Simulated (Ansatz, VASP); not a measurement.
**One calculation of TiO2, two programs**

File POSCAR:

```
TiO2
1.0
    4.6423697802      0.0000000000      0.0000000000
    0.0000000000      4.6423697802      0.0000000000
    0.0000000000      0.0000000000      2.9827357376
Ti O
2 4
Direct
    0.0000000000      0.0000000000      0.0000000000
    0.5000000000      0.5000000000      0.5000000000
    0.3046432207      0.3046432207      0.0000000000
    0.1953567793      0.8046432207      0.5000000000
    0.8046432207      0.1953567793      0.5000000000
    0.6953567793      0.6953567793      0.0000000000
```

The input INCAR.step1:

```
ALGO = Normal ; EDIFF = 1E-4
ENCUT = 520 ; GGA = PE
ISMEAR = 0 ; LASPH = T
LCHARG = F ; LREAL = F
LWAVE = T ; NBANDS = 33
NELM = 80 ; PREC = Accurate
SIGMA = 0.01
```

Contents of INCAR.step2:

```
ALGO = Normal ; EDIFF = 1E-7
ENCUT = 520 ; ISIF = 2
ISMEAR = 0 ; ISTART = 1
LASPH = T ; LCHARG = F
LMIXTAU = T ; LREAL = F
LWAVE = F ; METAGGA = R2SCAN
NBANDS = 33 ; NELM = 80
PREC = Accurate ; SIGMA = 0.01
```

File KPOINTS:

```
k-points
0
Gamma
  4 4 8
```

Input for Ansatz:

```yaml
crystal:
  lattice:
    - [4.6423697802, 0.0, 0.0]
    - [0.0, 4.6423697802, 0.0]
    - [0.0, 0.0, 2.9827357376]
  atoms:
    - { symbol: Ti, position: [0.0, 0.0, 0.0] }
    - { symbol: Ti, position: [0.5, 0.5, 0.5] }
    - { symbol: O, position: [0.3046432207, 0.3046432207, 0.0] }
    - { symbol: O, position: [0.1953567793, 0.8046432207, 0.5] }
    - { symbol: O, position: [0.8046432207, 0.1953567793, 0.5] }
    - { symbol: O, position: [0.6953567793, 0.6953567793, 0.0] }
kpoints:
  mp_grid: { grid: [4, 4, 8] }
hamiltonian:
  xc: r2scan
scf:
  occupations: { method: fixed }
  n_extra_bands: 5
output:
  forces: true
  stress: true
  eigenvalues: true
```

Alike in both runs: task single point; functional r2SCAN; k mesh 4 × 4 × 8; no spin polarisation.

|  | VASP | Ansatz |
| --- | --- | --- |
| version | VASP 6.6.1 | Ansatz 0.2.0 |
| potentials or method | VASP PAW PBE potentials, release 64 (Ti_sv, O) | plane waves, PAW |
| plane-wave cutoff (eV) | 520 | 500 |
| occupations | gaussian, width 0.01 eV | fixed |
| valence electrons in the cell | 48 | 48 |

```csv
,VASP,Ansatz,Ansatz less VASP
gap on the k mesh at the Fermi level (eV),2.15,2.14,-0.010
pressure (GPa),-5.8,-7.0,-1.14
"traceless stress, the component that is largest in VASP (GPa)",-0.77,-1.20,-0.435
rms of the force components (eV/Å),0.051,0.066,+0.0150
```

VASP's potentials were made for PBE, not for r2SCAN. Atom by atom the forces differ by 0.015 eV/Å (rms over components).
